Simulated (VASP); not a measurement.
Set up this calculation in VASP 6.6.1, as the native input.

```
Task                   : single point
Functional             : PBE
Potentials or basis    : VASP PAW PBE potentials, release 64 (Cu, O)
Cutoff                 : 520 eV
k mesh                 : 4 × 4 × 3
Occupations            : gaussian, width 0.05 eV
Spin                   : collinear spin
Starting moments       : [1.0, -1.0, -1.0, 1.0, 0.0, 0.0, 0.0, 0.0] μB
Hubbard terms          : Cu d U = 4.0 eV
Dipole correction      : no
Further INCAR settings : ALGO = Normal; EDIFF = 1e-06; NBANDS = 48
```

The structure of CuO lies in POSCAR:

```
CuO
1.0
    4.1744183809      0.0000000000      0.3305692766
    0.0000000000      4.1521210885      0.0000000000
   -0.4124906359      0.0000000000      5.2015957572
Cu O
4 4
Direct
    0.2500000000      0.2500000000      0.0000000000
    0.2500000000     -0.2500000000      0.5000000000
    0.7500000000      0.7500000000      0.0000000000
    0.7500000000      0.2500000000      0.5000000000
    0.5000000000     -0.0000352668      0.2500000000
    0.5000000000      0.0000352668      0.7500000000
    1.0000000000      0.4999647332      0.2500000000
    1.0000000000      0.5000352668      0.7500000000
```

The input as run:

INCAR

```
SYSTEM = CuO
PREC = Accurate ; ENCUT = 520
EDIFF = 1E-6 ; ISMEAR = 0
SIGMA = 0.05 ; LREAL = .False.
LASPH = .True. ; NELM = 150
ALGO = Normal ; ISIF = 2
LWAVE = .False. ; LCHARG = .True.
ISPIN = 2 ; MAGMOM = 1 -1 -1 1 0 0 0 0
LORBIT = 11 ; LMAXMIX = 4
LDAU = .True. ; LDAUTYPE = 2
LDAUL = 2 -1 ; LDAUU = 4 0
LDAUJ = 0 0 ; LDAUPRINT = 1
GGA = PE ; LELF = .True.
LVHAR = .True. ; NBANDS = 48
```

KPOINTS

```
Automatic mesh
0
Gamma
  4 4 3
  0 0 0
```

Potentials or basis: VASP PAW PBE potentials, release 64 (Cu, O).

Launch:

```sh
$ cat potpaw_PBE.64/Cu/POTCAR potpaw_PBE.64/O/POTCAR > POTCAR
$ mpirun -np 1 vasp_std > vasp.out
```

It gave:

* Pressure: -2.8 GPa
* Band gap on the k mesh: 0.28 eV
* Net moment: 0.00 μB per cell
* Site moments: Cu +0.60, -0.60 (each value once); O +0.00, -0.00 (each value once) μB
* Valence electrons inside the program's atomic spheres: Cu 9.89; O 4.97

Caveat: semilocal functionals underestimate gaps, and a narrow one can read as zero.

Wall time 4.2 min on 1 thread of Intel(R) Xeon(R) Platinum 8259CL CPU @ 2.50GHz (Skylake/Cascade Lake), with other jobs on the host, peak memory 0.29 GiB.
